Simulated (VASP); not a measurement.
# Ca (Fm-3m) in VASP: further runs

Ca is run at these levels: LDA; tasks: single point.

Everything below comes from runs of VASP 6.6.1. Logs are shortened: lines on timing, memory, paths and dates and some standing lists are left out, and cuts for length are marked.

**1. The cell of the first run**

The structure is cubic, space group Fm-3m (No. 225). Conventional cell: a = 5.343 Å, b = 5.343 Å, c = 5.343 Å, α = 90.00°, β = 90.00°, γ = 90.00°. Ca (site symmetry m-3m) has 12 Ca at 3.78 Å within 5.0 Å.

**2. Single point, LDA**

INCAR reads:

```
PREC = Accurate
ENCUT = 520
EDIFF = 1E-6
ISMEAR = 0
SIGMA = 0.03
LREAL = F
LASPH = T
NELM = 100
ALGO = Normal
ISIF = 2
LWAVE = F
LCHARG = F
GGA = CA
NBANDS = 11
```

KPOINTS reads:

```
regular mesh
0
Gamma
  10 10 10
```

POSCAR reads:

```
Ca
1.0
    0.0000000000      2.6714532750      2.6714532750
    2.6714532750      0.0000000000      2.6714532750
    2.6714532750      2.6714532750      0.0000000000
Ca
1
Direct
    0.0000000000      0.0000000000      0.0000000000
```

Potentials or basis: VASP PAW LDA potentials, release 64 (Ca_sv).

Run with:

```console
$ cat potpaw_LDA.64/Ca_sv/POTCAR > POTCAR
$ mpirun -np 1 vasp_std > vasp.out
```

OUTCAR:

```text
PREC = Accurate
   ENCUT = 520
   EDIFF = 1E-6
   ISMEAR = 0
   LREAL = F
   LASPH = T
   NELM = 100
   ISIF = 2
   GGA = CA

 ion  position               nearest neighbor table
   1  0.000  0.000  0.000-

  LATTYP: Found a face centered cubic cell.
 ALAT       =     5.3429065500

  Lattice vectors:

 A1 = (   0.0000000000,   2.6714532750,   2.6714532750)
 A2 = (   2.6714532750,   0.0000000000,   2.6714532750)
 A3 = (   2.6714532750,   2.6714532750,   0.0000000000)

Analysis of symmetry for initial positions (statically):
[... 33 lines left out ...]
                                     Primitive cell

  volume of cell :      38.1305

  direct lattice vectors                    reciprocal lattice vectors
     0.000000000  2.671453275  2.671453275    -0.187164045  0.187164045  0.187164045
     2.671453275  0.000000000  2.671453275     0.187164045 -0.187164045  0.187164045
     2.671453275  2.671453275  0.000000000     0.187164045  0.187164045 -0.187164045

  length of vectors
     3.778005453  3.778005453  3.778005453     0.324177635  0.324177635  0.324177635

  position of ions in fractional coordinates (direct lattice)
     0.000000000  0.000000000  0.000000000

  ion indices of the primitive-cell ions
   primitive index   ion index
                 1           1

----------------------------------------------------------------------------------------

 KPOINTS: regular mesh

Automatic generation of k-mesh.
 Grid dimensions read from file:
 generate k-points for:   10   10   10

 Generating k-lattice:

  Cartesian coordinates                     Fractional coordinates (reciprocal lattice)
    -0.018716404  0.018716404  0.018716404     0.100000000  0.000000000  0.000000000
     0.018716404 -0.018716404  0.018716404     0.000000000  0.100000000  0.000000000
     0.018716404  0.018716404 -0.018716404     0.000000000  0.000000000  0.100000000

  Length of vectors
     0.032417763  0.032417763  0.032417763

  Shift w.r.t. Gamma in fractional coordinates (k-lattice)
     0.000000000  0.000000000  0.000000000

 Subroutine IBZKPT returns following result:
 ===========================================

 Found     47 irreducible k-points:

 Following reciprocal coordinates:
            Coordinates               Weight
  0.000000  0.000000  0.000000      1.000000
  0.100000  0.000000  0.000000      8.000000
  0.200000  0.000000  0.000000      8.000000
  0.300000  0.000000  0.000000      8.000000
  0.400000  0.000000  0.000000      8.000000
  0.500000  0.000000  0.000000      4.000000
[... 16 lines left out ...]
  0.300000  0.300000  0.000000      6.000000
  0.400000  0.300000  0.000000     24.000000
 [... further k-points ...]
   k-points           NKPTS =     47   k-points in BZ     NKDIM =     47   number of bands    NBANDS=     11
   number of dos      NEDOS =    301   number of ions     NIONS =      1
   total plane-waves  NPLWV =  21952
   dimension x,y,z NGX =    28 NGY =   28 NGZ =   28
   dimension x,y,z NGXF=    56 NGYF=   56 NGZF=   56
   ions per type =               1
   NGX,Y,Z   is equivalent  to a cutoff of  12.32, 12.32, 12.32 a.u.
   NGXF,Y,Z  is equivalent  to a cutoff of  24.64, 24.64, 24.64 a.u.
 SYSTEM =  unknown system
   PREC   = accura    normal or accurate (medium, high low for compatibility)
   ISTART =      0    job   : 0-new  1-cont  2-samecut
   ICHARG =      2    charge: 1-file 2-atom 10-const
   ISPIN  =      1    spin polarized calculation?
   LNONCOLLINEAR =      F non collinear calculations
   LSORBIT =      F    spin-orbit coupling
   LASPH  =      T    aspherical Exc in radial PAW
   ENCUT  =  520.0 eV  38.22 Ry    6.18 a.u.   7.02  7.02  7.02*2*pi/ulx,y,z
   NELM   =    100;   NELMIN=  2; NELMDL= -5     # of ELM steps
   EDIFF  = 0.1E-05   stopping-criterion for ELM
   LREAL  =      F    real-space projection
   EDIFFG = 0.1E-04   stopping-criterion for IOM
   NSW    =      0    number of steps for IOM
   IBRION =     -1    ionic relax: 0-MD 1-quasi-New 2-CG
   NFREE  =      0    steps in history (QN), initial steepest desc. (CG)
   ISIF   =      2    stress and relaxation
   ISYM   =      2    0-nonsym 1-usesym 2-fastsym
   POTIM  = 0.5000    time-step for ionic-motion
   TEBEG  =    0.0;   TEEND  =   0.0 temperature during run
   PSTRESS=    0.0 pullay stress
   NELECT =      10.0000    total number of electrons
   NUPDOWN=      -1.0000    fix difference up-down
   EMIN   =  10.00;   EMAX   =-10.00  energy-range for DOS
   EFERMI =   0.00;   METHOD = LEGACY
   ISMEAR =     0;   SIGMA  =   0.03  broadening in eV -4-tet -1-fermi 0-gaus
   EFERMI_NEDOS =   21; number of points for ismear=-14 and -15
   IALGO  =     38    algorithm
   IMIX   =      4    mixing-type and parameters
     AMIX     =   0.40;   BMIX     =  1.00
     AMIX_MAG =   1.60;   BMIX_MAG =  1.00
  volume/ion in A,a.u.               =      38.13       257.32
  Fermi-wavevector in a.u.,A,eV,Ry     =   1.047894  1.980232 14.940303  1.098081
  Thomas-Fermi vector in A             =   2.182793
   LORBIT       =      0    0 simple, 1 ext, 2 COOP (PROOUT), +10 PAW based schemes
   GGA     = CA    functional components
   LHFCALC =     F    Hartree Fock is set to
   AEXX    =    0.0000 exact exchange contribution
   IVDW    =     0    specifies the selected vdW correction
   LEPSILON=     F    determine dielectric tensor
   LRPA    =     F    only Hartree local field effects (RPA)
 non-spin polarized calculation
 Gauss-broadening in eV      SIGMA  =   0.03
  energy-cutoff  :      520.00
  volume of cell :       38.13
 maximum number of plane-waves:      1037
   NGX = 13   NGY = 13   NGZ = 13

 number of electron      10.0000003 magnetization

 Free energy of the ion-electron system (eV)
  ---------------------------------------------------
  ext. energy  EPLUGINS =         0.00000000
  ---------------------------------------------------
  free energy    TOTEN  =        -2.20479575 eV

  energy without entropy =       -2.20411292  energy(sigma->0) =       -2.20445433

 E-fermi :   2.2276     XC(G=0):  -8.2993

 val. band max:        2.2177158009   @ k =  -0.3000   0.5000   0.2000
 cond. band min:       2.2588390249   @ k =  -0.3000   0.4000   0.2000
 fundamental gap:      0.0411232240
 Fermi energy:         2.2275830959

 k-point     1 :       0.0000    0.0000    0.0000
  band No.  band energies     occupation
      1     -39.1451      2.00000
      2     -20.3356      2.00000
      3     -20.3356      2.00000
      4     -20.3356      2.00000
      5      -2.0002      2.00000
      6       4.5362      0.00000
      7       4.5362      0.00000
      8       4.5362      0.00000
      9       5.7383      0.00000
     10       5.7383      0.00000
     11      11.8469      0.00000

 k-point     2 :       0.1000    0.0000    0.0000
  band No.  band energies     occupation
      1     -39.1429      2.00000
      2     -20.3560      2.00000
      3     -20.3384      2.00000
      4     -20.3384      2.00000
      5      -1.8132      2.00000
      6       4.3438      0.00000
      7       4.6067      0.00000
      8       4.6067      0.00000
      9       5.6792      0.00000
     10       5.6792      0.00000
     11      12.0772      0.00000

 k-point     3 :       0.2000    0.0000    0.0000
  band No.  band energies     occupation
      1     -39.1370      2.00000
      2     -20.4089      2.00000
      3     -20.3454      2.00000
      4     -20.3454      2.00000
      5      -1.2749      2.00000
      6       3.8735      0.00000
      7       4.7073      0.00000
      8       4.7073      0.00000
      9       5.6534      0.00000
     10       5.6534      0.00000
     11      11.0608      0.00000

 k-point     4 :       0.3000    0.0000    0.0000
  band No.  band energies     occupation
      1     -39.1298      2.00000
      2     -20.4733      2.00000
      3     -20.3542      2.00000
      4     -20.3542      2.00000
      5      -0.4569      2.00000
      6       3.2889      0.00000
      7       4.6274      0.00000
      8       4.6274      0.00000
      9       5.9233      0.00000
     10       5.9233      0.00000
     11       9.4989      0.00000

 k-point     5 :       0.4000    0.0000    0.0000
  band No.  band energies     occupation
      1     -39.1239      2.00000
      2     -20.5247      2.00000
      3     -20.3612      2.00000
      4     -20.3612      2.00000
      5       0.4929      2.00000
      6       2.6546      0.00000
      7       4.4787      0.00000
      8       4.4787      0.00000
      9       6.3247      0.00000
     10       6.3247      0.00000
     11       8.3267      0.00000
[... 211 lines left out ...]
 k-point    21 :      -0.3000    0.2000    0.0000
  band No.  band energies     occupation
      1     -39.1217      2.00000
      2     -20.4945      2.00000
      3     -20.4132      2.00000
      4     -20.3640      2.00000
      5       0.7158      2.00000
      6       2.9810      0.00000
      7       3.7610      0.00000
      8       4.9076      0.00000
      9       5.7629      0.00000
     10       6.8187      0.00000
     11       8.7564      0.00000

 k-point    22 :      -0.2000    0.2000    0.0000
  band No.  band energies     occupation
      1     -39.1273      2.00000
      2     -20.4631      2.00000
      3     -20.3934      2.00000
      4     -20.3532      2.00000
      5      -0.1763      2.00000
      6       3.3723      0.00000
      7       4.1256      0.00000
      8       5.0558      0.00000
      9       5.2847      0.00000
     10       6.4594      0.00000
     11       9.9752      0.00000

 k-point    23 :       0.3000    0.3000    0.0000
  band No.  band energies     occupation
      1     -39.1248      2.00000
      2     -20.4668      2.00000
      3     -20.3850      2.00000
      4     -20.3850      2.00000
      5       0.0084      2.00000
      6       3.1562      0.00000
      7       4.0739      0.00000
      8       5.5125      0.00000
      9       5.5125      0.00000
     10       6.2259      0.00000
     11      10.9399      0.00000

 k-point    24 :       0.4000    0.3000    0.0000
  band No.  band energies     occupation
      1     -39.1201      2.00000
      2     -20.4944      2.00000
      3     -20.4000      2.00000
      4     -20.3935      2.00000
      5       0.6765      2.00000
      6       2.9239      0.00000
      7       3.7088      0.00000
      8       5.6359      0.00000
      9       5.9906      0.00000
     10       6.4605      0.00000
     11       9.4515      0.00000

 [... further k-points ...]
[... 5 lines left out ...]
  --------------------------------------------------------------------------------------
  -------------------------------------------------------------------------------------
  Total       -0.0173986     -0.0173986     -0.0173986      0.0000000     -0.0000000      0.0000000
  in kB       -0.7310585     -0.7310585     -0.7310585      0.0000000     -0.0000000      0.0000000
  external PRESSURE =      -0.7310585 kB  Pullay stress =       0.0000000 kB

 VOLUME and BASIS-vectors are now :
 -----------------------------------------------------------------------------
  energy-cutoff  :      520.00
  volume of cell :       38.13
      direct lattice vectors                 reciprocal lattice vectors
     0.000000000  2.671453275  2.671453275    -0.187164045  0.187164045  0.187164045
     2.671453275  0.000000000  2.671453275     0.187164045 -0.187164045  0.187164045
     2.671453275  2.671453275  0.000000000     0.187164045  0.187164045 -0.187164045

 POSITION                                       TOTAL-FORCE (eV/Angst)
 -----------------------------------------------------------------------------------
      0.00000      0.00000      0.00000        -0.000000      0.000000      0.000000
 -----------------------------------------------------------------------------------
    total drift:                               -0.000000     -0.000000     -0.000000

  FREE ENERGIE OF THE ION-ELECTRON SYSTEM (eV)
  ---------------------------------------------------
  free  energy   TOTEN  =        -2.2047957457 eV

  energy  without entropy=       -2.2041129197  energy(sigma->0) =       -2.20445433
```

Wall time 7.1 s (1 thread of AMD EPYC 9R45 (Zen 5), shared host); peak memory 0.12 GiB.

Results:

```
Free energy            : -2.2048 eV
Pressure               : -0.1 GPa
Band gap on the k mesh : zero (band 5 reaches 2.26 eV, above the bottom of band 6 at 2.17 eV)
```

**3. Single point, LDA**

INCAR reads:

```
SYSTEM = Ca
PREC     = Accurate       ! precision mode
ENCUT    = 520            ! plane-wave cutoff, eV
EDIFF    = 1E-6           ! SCF threshold, eV
ISMEAR   = 0              ! smearing method
SIGMA    = 0.1            ! smearing width, eV
LREAL    = .FALSE.        ! projectors in reciprocal space
LASPH    = .TRUE.         ! aspherical terms in the spheres
NELM     = 100            ! most SCF steps
ALGO     = Normal         ! electronic algorithm
ISIF     = 2              ! what is computed and relaxed
LWAVE    = .FALSE.        ! write WAVECAR
LCHARG   = .FALSE.        ! write CHGCAR
NBANDS   = 11             ! bands
```

KPOINTS reads:

```
Automatic mesh
0
G
  10 10 10
  0 0 0
```

POSCAR is that of step 2.

Potentials or basis: VASP PAW LDA potentials, release 64 (Ca_sv).

Run with:

```console
$ cat potpaw_LDA.64/Ca_sv/POTCAR > POTCAR
$ mpirun -np 1 vasp_std > vasp.out
```

Wall time 7.2 s (1 thread of AMD EPYC 9R45 (Zen 5), shared host); peak memory 0.12 GiB.

Results (log left out):

* Free energy: -2.2089 eV
* Pressure: -0.1 GPa
* Band gap on the k mesh: zero (band 5 reaches 2.26 eV, above the bottom of band 6 at 2.17 eV)

Levels at points of the mesh, in eV from the Fermi level:
```
           k point  band 1  band 2  band 3  band 4  band 5  band 6  band 7  band 8  band 9  band 10
(0.00, 0.00, 0.00)  -41.37  -22.56  -22.56  -22.56   -4.23    2.31    2.31    2.31    3.51     3.51
(0.50, 0.00, 0.00)  -41.35  -22.77  -22.59  -22.59   -1.12   -0.04    2.19    2.19    4.29     4.29
(0.50, 0.50, 0.00)  -41.34  -22.76  -22.64  -22.64   -0.63    0.40    1.17    4.28    4.49     4.49
```

**4. Single point, LDA**

INCAR reads:

```
PREC = Accurate
ENCUT = 520
EDIFF = 1E-6
ISMEAR = 0
SIGMA = 0.2
LREAL = F
LASPH = T
NELM = 80
ALGO = Normal
ISIF = 2
LWAVE = F
LCHARG = F
GGA = CA
NBANDS = 11
```

KPOINTS reads:

```
Automatic mesh
0
Gamma
  10 10 10
```

POSCAR is that of step 3.

Run with:

```console
$ cat potpaw_LDA.64/Ca_sv/POTCAR > POTCAR
$ mpirun -np 1 vasp_std > vasp.out
```

Run time: 7.2 s. Hardware: 1 thread of AMD EPYC 9R45 (Zen 5), shared host; peak memory 0.12 GiB.

Results (log left out):

| Quantity | Value |
| --- | --- |
| Free energy | -2.2193 eV |
| Pressure | 0.0 GPa |
| Band gap on the k mesh | zero (band 5 reaches 2.26 eV, above the bottom of band 6 at 2.17 eV) |

Levels at points of the mesh, in eV from the Fermi level:
```
           k point  band 3  band 4  band 5  band 6  band 7  band 8
(0.00, 0.00, 0.00)  -22.54  -22.54   -4.21    2.33    2.33    2.33
(0.50, 0.00, 0.00)  -22.57  -22.57   -1.10   -0.02    2.21    2.21
(0.50, 0.50, 0.00)  -22.62  -22.62   -0.61    0.41    1.19    4.30
```

**5. Overview**

```csv
smearing,gap on the mesh (eV),pressure (GPa)
gaussian 0.03 eV,none,-0.1
gaussian 0.1 eV,none,-0.1
gaussian 0.2 eV,none,0.0
```

Alike in all rows: task single point; level LDA; potentials or basis VASP PAW LDA potentials, release 64 (Ca_sv); no spin polarisation; cell as given; k mesh 10 × 10 × 10; cutoff (eV) 520.

Every run on the cell as given and a fine mesh finds a metal.

Total energies depend on the potentials used, so only differences within one code and one set of settings carry meaning.
